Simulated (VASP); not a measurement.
Input of a VASP 6.6.1 run:

Contents of INCAR:

```
PREC = Accurate
ENCUT = 520
EDIFF = 1E-6
ISMEAR = 0
SIGMA = 0.05
LREAL = F
LASPH = T
NELM = 80
ALGO = Normal
ISIF = 2
LWAVE = F
LCHARG = T
GGA = PE
LELF = T
LVHAR = T
NBANDS = 15
```

File KPOINTS:

```
regular mesh
0
Gamma
  6 6 4
```

POSCAR

```
MgI2
1.0
    4.1846439568      0.0000000000      0.0000000000
   -2.0923219784      3.6240079724      0.0000000000
    0.0000000000      0.0000000000      7.7698369697
Mg I
1 2
Direct
    0.0000000000      0.0000000000      0.0000000000
    0.3333333333      0.6666666667      0.7666648737
    0.6666666667      0.3333333333      0.2333351263
```

Potentials or basis: VASP PAW PBE potentials, release 64 (Mg, I).

The run is started by

```console
$ cat potpaw_PBE.64/Mg/POTCAR potpaw_PBE.64/I/POTCAR > POTCAR
$ mpirun -np 1 vasp_std > vasp.out
```

(1) Estimate the largest force.

(2) What does it give for the band gap on the k mesh?

Results:

(1) 0.587 eV/Å.

(2) 3.26 eV, indirect (least direct gap 3.30 eV).

Caveat: spin-orbit coupling is left out, which moves the levels of the heavy elements.
